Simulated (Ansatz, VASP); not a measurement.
**Cu in VASP and in Ansatz**

```
Cu
1.0
     2.52059    0.00000    0.00000
    -1.26030    2.18290    0.00000
     0.00000    0.00000   27.34957
Cu
7
Direct
  0.66667 0.33333 0.27427
  0.33333 0.66667 0.34890
  0.66667 0.33333 0.42438
  0.33333 0.66667 0.50000
  0.66667 0.33333 0.57562
  0.33333 0.66667 0.65110
  0.66667 0.33333 0.72573
```

Alike in both runs: functional PBEsol; k mesh 15 × 15 × 1; occupations gaussian, width 0.1 eV; no spin polarisation.

Ansatz relaxed the structure, and its values are those at the end. VASP's run is a single point on that final structure, the one shown.

```csv
,VASP,Ansatz
version,VASP 6.6.1,Ansatz 0.2.0
potentials or method,"VASP PAW PBE potentials, release 64 (Cu), cutoff 520 eV","scalar-relativistic, plane waves, PAW"
valence electrons in the cell,77,133
```

|  | VASP | Ansatz | Ansatz less VASP |
| --- | --- | --- | --- |
| gap on the k mesh at the Fermi level (eV) | none | none | - |
| rms of the force components (eV/Å) | 0.008 | 0.000 | -0.0077 |

VASP's potentials were made for PBE, not for PBEsol. A gap of «none» marks a metal or a gap that the smearing closes. With one functional, cell and mesh, what is left measures potentials, basis and numerics. VASP's potentials hold 77 valence electrons a cell and Ansatz's 133, so a difference there can come from the potentials and not from the codes. Ansatz's warnings: xc potential rough in thin density.
